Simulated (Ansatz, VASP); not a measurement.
**PbS: VASP beside Ansatz**

```
Pb S
1.0
     0.00000    2.98723    2.98723
     2.98723    0.00000    2.98723
     2.98723    2.98723    0.00000
Pb S
1 1
Direct
  0.00000 0.00000 0.00000
  0.50000 0.50000 0.50000
```

Alike in both runs: task single point; functional PBE-based screened hybrid; k mesh 4 × 4 × 4; no spin polarisation.

|  | VASP | Ansatz |
| --- | --- | --- |
| version | VASP 6.6.1 | Ansatz 0.2.0 |
| potentials or method | VASP PAW PBE potentials, release 64 (Pb_d, S) | plane waves |
| plane-wave cutoff (eV) | 520 | 420 |
| occupations | gaussian, width 0.01 eV | fixed |
| valence electrons in the cell | 20 | 20 |

VASP gave:

* gap on the k mesh at the Fermi level (eV): 0.50
* pressure (GPa): 0.6

Question: What did Ansatz give for the same quantities?

Answer: gap on the k mesh at the Fermi level (eV): 0.49; pressure (GPa): 0.7.

VASP's potentials were made for PBE, not for PBE-based screened hybrid. Ansatz's warnings: stress exchange threshold loose, stress scf threshold loose.

The k mesh is coarse, so the values compare programs but aren't converged. Neither program's run includes spin-orbit coupling.
